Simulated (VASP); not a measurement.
# NaCl (Fm-3m) in VASP: single point with PBE

Aim: the single point of NaCl with PBE.

Program: VASP 6.6.1. These are calculated values, not measurements. Logs are shortened: lines on timing, memory, paths and dates and some standing lists are left out, and cuts for length are marked.

## Step 1: The cell of the first run

The structure is cubic, space group Fm-3m (No. 225). The conventional cell has a = 5.755 Å, b = 5.755 Å, c = 5.755 Å, α = 90.00°, β = 90.00°, γ = 90.00°. Na (site symmetry m-3m) has 6 Cl at 2.88 Å within 3.8 Å. Within 3.8 Å of Cl (site symmetry m-3m) lie 6 Na at 2.88 Å.

## Step 2: Single point, PBE

POSCAR

```
NaCl
1.0
    0.0000000000      2.8774442000      2.8774442000
    2.8774442000      0.0000000000      2.8774442000
    2.8774442000      2.8774442000      0.0000000000
Na Cl
1 1
Direct
    0.0000000000      0.0000000000      0.0000000000
    0.5000000000      0.5000000000      0.5000000000
```

INCAR.step1

```
ALGO = Normal ; EDIFF = 1E-6
ENCUT = 520 ; GGA = PE
ISIF = 2 ; ISMEAR = -1
LASPH = T ; LCHARG = T
LREAL = F ; LWAVE = F
NBANDS = 14 ; NELM = 80
PREC = Accurate ; SIGMA = 0.1
```

KPOINTS.step1

```
k-points
0
Gamma
  8 8 8
```

INCAR.step2

```
ALGO = Normal ; EDIFF = 1E-6
ENCUT = 520 ; GGA = PE
ICHARG = 11 ; ISIF = 2
ISMEAR = -5 ; LASPH = T
LCHARG = F ; LORBIT = 10
LREAL = F ; LWAVE = F
NBANDS = 14 ; NEDOS = 1001
NELM = 80 ; PREC = Accurate
SIGMA = 0.1
```

KPOINTS.step2

```
k-points
0
Gamma
  12 12 12
```

Potentials or basis: VASP PAW PBE potentials, release 64 (Na_pv, Cl).

Started as:

```console
$ cat potpaw_PBE.64/Na_pv/POTCAR potpaw_PBE.64/Cl/POTCAR > POTCAR
$ cp INCAR.step1 INCAR
$ cp KPOINTS.step1 KPOINTS
$ mpirun -np 1 vasp_std > vasp.out
$ cp INCAR.step2 INCAR
$ cp KPOINTS.step2 KPOINTS
$ mpirun -np 1 vasp_std > vasp.out
```

OUTCAR:

```text
EDIFF = 1E-6
   ENCUT = 520
   GGA = PE
   ICHARG = 11
   ISIF = 2
   ISMEAR = -5
   LASPH = T
   LORBIT = 10
   LREAL = F
   NELM = 80
   PREC = Accurate

 ion  position               nearest neighbor table
   1  0.000  0.000  0.000-
   2  0.500  0.500  0.500-

  LATTYP: Found a face centered cubic cell.
 ALAT       =     5.7548884000

  Lattice vectors:

 A1 = (   0.0000000000,   2.8774442000,   2.8774442000)
 A2 = (   2.8774442000,   0.0000000000,   2.8774442000)
 A3 = (   2.8774442000,   2.8774442000,   0.0000000000)

Analysis of symmetry for initial positions (statically):
=====================================================================
 Subroutine PRICEL returns:
 Original cell was already a primitive cell.

 Routine SETGRP: Setting up the symmetry group for a
 face centered cubic supercell.

 Subroutine GETGRP returns: Found 48 space group operations
 (whereof 48 operations were pure point group operations)
 out of a pool of 48 trial point group operations.

The static configuration has the point symmetry O_h .

Analysis of symmetry for dynamics (positions and initial velocities):
=====================================================================
 Subroutine PRICEL returns:
 Original cell was already a primitive cell.

 Routine SETGRP: Setting up the symmetry group for a
 face centered cubic supercell.

 Subroutine GETGRP returns: Found 48 space group operations
 (whereof 48 operations were pure point group operations)
 out of a pool of 48 trial point group operations.

The dynamic configuration has the point symmetry O_h .

 Subroutine INISYM returns: Found 48 space group operations
 (whereof 48 operations are pure point group operations),
 and found     1 'primitive' translations

----------------------------------------------------------------------------------------

                                     Primitive cell

  volume of cell :      47.6487

  direct lattice vectors                    reciprocal lattice vectors
     0.000000000  2.877444200  2.877444200    -0.173765316  0.173765316  0.173765316
     2.877444200  0.000000000  2.877444200     0.173765316 -0.173765316  0.173765316
     2.877444200  2.877444200  0.000000000     0.173765316  0.173765316 -0.173765316

  length of vectors
     4.069320613  4.069320613  4.069320613     0.300970355  0.300970355  0.300970355

  position of ions in fractional coordinates (direct lattice)
     0.000000000  0.000000000  0.000000000
     0.500000000  0.500000000  0.500000000

  ion indices of the primitive-cell ions
   primitive index   ion index
                 1           1
                 2           2

----------------------------------------------------------------------------------------

 KPOINTS: k-points

Automatic generation of k-mesh.
 Grid dimensions read from file:
 generate k-points for:   12   12   12

 Generating k-lattice:

  Cartesian coordinates                     Fractional coordinates (reciprocal lattice)
    -0.014480443  0.014480443  0.014480443     0.083333333  0.000000000  0.000000000
     0.014480443 -0.014480443  0.014480443     0.000000000  0.083333333  0.000000000
     0.014480443  0.014480443 -0.014480443     0.000000000  0.000000000  0.083333333

  Length of vectors
     0.025080863  0.025080863  0.025080863

  Shift w.r.t. Gamma in fractional coordinates (k-lattice)
     0.000000000  0.000000000  0.000000000

 TETIRR: Found    247 inequivalent tetrahedra from    10368

 Subroutine IBZKPT returns following result:
 ===========================================

 Found     72 irreducible k-points:

 Following reciprocal coordinates:
            Coordinates               Weight
  0.000000  0.000000  0.000000      1.000000
  0.083333  0.000000  0.000000      8.000000
  0.166667  0.000000  0.000000      8.000000
  0.250000  0.000000  0.000000      8.000000
  0.333333  0.000000  0.000000      8.000000
  0.416667  0.000000  0.000000      8.000000
[... 16 lines left out ...]
  0.500000  0.166667  0.000000     24.000000
 -0.416667  0.166667  0.000000     24.000000
 [... further k-points ...]
   k-points           NKPTS =     72   k-points in BZ     NKDIM =     72   number of bands    NBANDS=     14
   number of dos      NEDOS =   1001   number of ions     NIONS =      2
   total plane-waves  NPLWV =  27000
   dimension x,y,z NGX =    30 NGY =   30 NGZ =   30
   dimension x,y,z NGXF=    60 NGYF=   60 NGZF=   60
   ions per type =               1   1
   NGX,Y,Z   is equivalent  to a cutoff of  12.26, 12.26, 12.26 a.u.
   NGXF,Y,Z  is equivalent  to a cutoff of  24.51, 24.51, 24.51 a.u.
 SYSTEM =  unknown system
   PREC   = accura    normal or accurate (medium, high low for compatibility)
   ISTART =      0    job   : 0-new  1-cont  2-samecut
   ICHARG =     11    charge: 1-file 2-atom 10-const
   ISPIN  =      1    spin polarized calculation?
   LNONCOLLINEAR =      F non collinear calculations
   LSORBIT =      F    spin-orbit coupling
   LASPH  =      T    aspherical Exc in radial PAW
   ENCUT  =  520.0 eV  38.22 Ry    6.18 a.u.   7.57  7.57  7.57*2*pi/ulx,y,z
   NELM   =     80;   NELMIN=  2; NELMDL=  0     # of ELM steps
   EDIFF  = 0.1E-05   stopping-criterion for ELM
   LREAL  =      F    real-space projection
[... 7 lines left out ...]
   TEBEG  =    0.0;   TEEND  =   0.0 temperature during run
   PSTRESS=    0.0 pullay stress
   NELECT =      14.0000    total number of electrons
   NUPDOWN=      -1.0000    fix difference up-down
   EMIN   =  10.00;   EMAX   =-10.00  energy-range for DOS
   EFERMI =   0.00;   METHOD = LEGACY
   ISMEAR =    -5;   SIGMA  =   0.10  broadening in eV -4-tet -1-fermi 0-gaus
   EFERMI_NEDOS =   21; number of points for ismear=-14 and -15
   IALGO  =     38    algorithm
   IMIX   =      4    mixing-type and parameters
     AMIX     =   0.40;   BMIX     =  1.00
     AMIX_MAG =   1.60;   BMIX_MAG =  1.00
  volume/ion in A,a.u.               =      23.82       160.77
  Fermi-wavevector in a.u.,A,eV,Ry     =   1.088347  2.056677 16.116081  1.184499
  Thomas-Fermi vector in A             =   2.224526
   LORBIT       =     10    0 simple, 1 ext, 2 COOP (PROOUT), +10 PAW based schemes
   GGA     = PE    functional components
   LHFCALC =     F    Hartree Fock is set to
   AEXX    =    0.0000 exact exchange contribution
   IVDW    =     0    specifies the selected vdW correction
   LEPSILON=     F    determine dielectric tensor
   LRPA    =     F    only Hartree local field effects (RPA)
 non-spin polarized calculation
 Fermi weights with tetrahedron method with Bloechl corrections
  energy-cutoff  :      520.00
  volume of cell :       47.65
 maximum number of plane-waves:      1303

 number of electron      13.9999997 magnetization

 Free energy of the ion-electron system (eV)
  ---------------------------------------------------
  ext. energy  EPLUGINS =         0.00000000
  ---------------------------------------------------
  free energy    TOTEN  =        -6.77488312 eV

  energy without entropy =       -6.77488312  energy(sigma->0) =       -6.77488312

 E-fermi :  -1.0531     XC(G=0):  -7.9107

 val. band max:       -1.0661240906   @ k =   0.0000   0.0000   0.0000
 cond. band min:       3.8171775040   @ k =   0.0000   0.0000   0.0000
 fundamental gap:      4.8833015947
 Fermi energy:        -1.0530820276

 k-point     1 :       0.0000    0.0000    0.0000
  band No.  band energies     occupation
      1     -22.0086      2.00000
      2     -22.0086      2.00000
      3     -22.0086      2.00000
      4     -13.5966      2.00000
      5      -1.0661      2.00000
      6      -1.0661      2.00000
      7      -1.0661      2.00000
      8       3.8172      0.00000
      9       9.9852      0.00000
     10       9.9852      0.00000
     11       9.9853      0.00000
     12      12.0694      0.00000
     13      12.0694      0.00000
     14      13.5766      0.00000

 k-point     2 :       0.0833    0.0000    0.0000
  band No.  band energies     occupation
      1     -22.0101      2.00000
      2     -22.0087      2.00000
      3     -22.0087      2.00000
      4     -13.5787      2.00000
      5      -1.2256      2.00000
      6      -1.0826      2.00000
      7      -1.0826      2.00000
      8       4.0389      0.00000
      9       9.6975      0.00000
     10      10.0730      0.00000
     11      10.0730      0.00000
     12      11.9093      0.00000
     13      11.9093      0.00000
     14      14.0492      0.00000

 k-point     3 :       0.1667    0.0000    0.0000
  band No.  band energies     occupation
      1     -22.0141      2.00000
      2     -22.0090      2.00000
      3     -22.0090      2.00000
      4     -13.5292      2.00000
      5      -1.6121      2.00000
      6      -1.1267      2.00000
      7      -1.1267      2.00000
      8       4.5944      0.00000
      9       9.1748      0.00000
     10      10.2370      0.00000
     11      10.2370      0.00000
     12      11.7148      0.00000
     13      11.7148      0.00000
     14      14.4475      0.00000
[... 324 lines left out ...]
 k-point    23 :       0.5000    0.1667    0.0000
  band No.  band energies     occupation
      1     -22.0273      2.00000
      2     -22.0129      2.00000
      3     -22.0114      2.00000
      4     -13.3061      2.00000
      5      -2.6347      2.00000
      6      -1.5682      2.00000
      7      -1.3794      2.00000
      8       6.6658      0.00000
      9       8.4491      0.00000
     10       9.1345      0.00000
     11      10.2944      0.00000
     12      13.0153      0.00000
     13      14.8740      0.00000
     14      15.2974      0.00000

 k-point    24 :      -0.4167    0.1667    0.0000
  band No.  band energies     occupation
      1     -22.0276      2.00000
      2     -22.0135      2.00000
      3     -22.0110      2.00000
      4     -13.3004      2.00000
      5      -2.6510      2.00000
      6      -1.6203      2.00000
      7      -1.3524      2.00000
      8       6.7312      0.00000
      9       8.5179      0.00000
     10       9.1605      0.00000
     11      10.2060      0.00000
     12      13.5869      0.00000
     13      13.7505      0.00000
     14      14.9823      0.00000

 [... further k-points ...]

------------------------ aborting loop because EDIFF is reached ----------------------------------------

  FORCE on cell =-STRESS in cart. coord.  units (eV):
  Direction    XX          YY          ZZ          XY          YZ          ZX
  --------------------------------------------------------------------------------------
  -------------------------------------------------------------------------------------
  Total       -0.2141977     -0.2141977     -0.2141977     -0.0000000     -0.0000000      0.0000000
  in kB       -7.2023565     -7.2023565     -7.2023565     -0.0000000     -0.0000000      0.0000000
  external PRESSURE =      -7.2023565 kB  Pullay stress =       0.0000000 kB

 VOLUME and BASIS-vectors are now :
 -----------------------------------------------------------------------------
  energy-cutoff  :      520.00
  volume of cell :       47.65
      direct lattice vectors                 reciprocal lattice vectors
     0.000000000  2.877444200  2.877444200    -0.173765316  0.173765316  0.173765316
     2.877444200  0.000000000  2.877444200     0.173765316 -0.173765316  0.173765316
     2.877444200  2.877444200  0.000000000     0.173765316  0.173765316 -0.173765316

 POSITION                                       TOTAL-FORCE (eV/Angst)
 -----------------------------------------------------------------------------------
      0.00000      0.00000      0.00000         0.000000      0.000000      0.000000
      2.87744      2.87744      2.87744        -0.000000     -0.000000     -0.000000
 -----------------------------------------------------------------------------------
    total drift:                               -0.000000      0.000000      0.000000

  FREE ENERGIE OF THE ION-ELECTRON SYSTEM (eV)
  ---------------------------------------------------
  free  energy   TOTEN  =        -6.7748831193 eV

  energy  without entropy=       -6.7748831193  energy(sigma->0) =       -6.77488312

 total charge

# of ion       s       p       d       tot
------------------------------------------
    1        0.038   5.974   0.000   6.012
    2        1.588   3.574   0.000   5.161
--------------------------------------------------
tot          1.626   9.547   0.000  11.173
```

Run time: 52 s. Hardware: 1 thread of AMD EPYC 7R43 (Zen 3), shared host; peak memory 0.14 GiB.

Results:

```
Valence electrons inside the program's atomic spheres : Na 6.01; Cl 5.16
```

Levels at points of the mesh, in eV from the valence-band top:
| k point | band 4 | band 5 | band 6 | band 7 | band 8 | band 9 | band 10 | band 11 |
| --- | --- | --- | --- | --- | --- | --- | --- | --- |
| (0.00, 0.00, 0.00) | -12.53 | 0.00 | 0.00 | 0.00 | 4.88 | 11.05 | 11.05 | 11.05 |
| (0.50, 0.00, 0.00) | -12.25 | -1.75 | -0.23 | -0.23 | 7.16 | 10.14 | 10.82 | 10.82 |
| (0.50, 0.50, 0.00) | -12.21 | -1.50 | -0.54 | -0.54 | 7.35 | 8.12 | 10.90 | 14.24 |
